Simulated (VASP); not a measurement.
A run of VASP 6.6.1 is set up as follows.

Contents of INCAR:

```
  PREC = Accurate
  ENCUT = 520
  EDIFF = 1E-6
  ISMEAR = 0
  SIGMA = 0.1
  LREAL = False
  LASPH = True
  NELM = 80
  ALGO = Normal
  ISIF = 2
  LWAVE = False
  LCHARG = False
  GGA = PE
  NBANDS = 38
```

KPOINTS

```
regular mesh
0
Gamma
  4 4 4
```

Contents of POSCAR:

```
Tl4Br
1.0
   -3.0466684300      3.0466684300      3.0466684300
    3.0466684300     -3.0466684300      3.0466684300
    3.0466684300      3.0466684300     -3.0466684300
Tl Br
4 1
Direct
    0.5000000000      0.5000000000      0.5000000000
    0.0000000000      0.0000000000      0.5000000000
    0.0000000000      0.5000000000      0.0000000000
    0.5000000000      0.0000000000      0.0000000000
    0.0000000000      0.0000000000      0.0000000000
```

Potentials or basis: VASP PAW PBE potentials, release 64 (Tl_d, Br).

Launch:

```console
$ cat potpaw_PBE.64/Tl_d/POTCAR potpaw_PBE.64/Br/POTCAR > POTCAR
$ mpirun -np 1 vasp_std > vasp.out
```

**Question.** What does it give for the pressure?

**Answer.** 39.9 GPa.

**Question.** Predict the band gap on the k mesh.

**Answer.** Zero (an odd number of electrons rules out a gap without spin polarisation).

Caveat: the k points lie up to 0.36 Å⁻¹ apart, too coarse for converged energies and pressures of a metal; spin-orbit coupling is left out, which moves the levels of the heavy elements; an odd number of electrons without spin polarisation forces a metal; a magnetic or distorted state may lie lower.
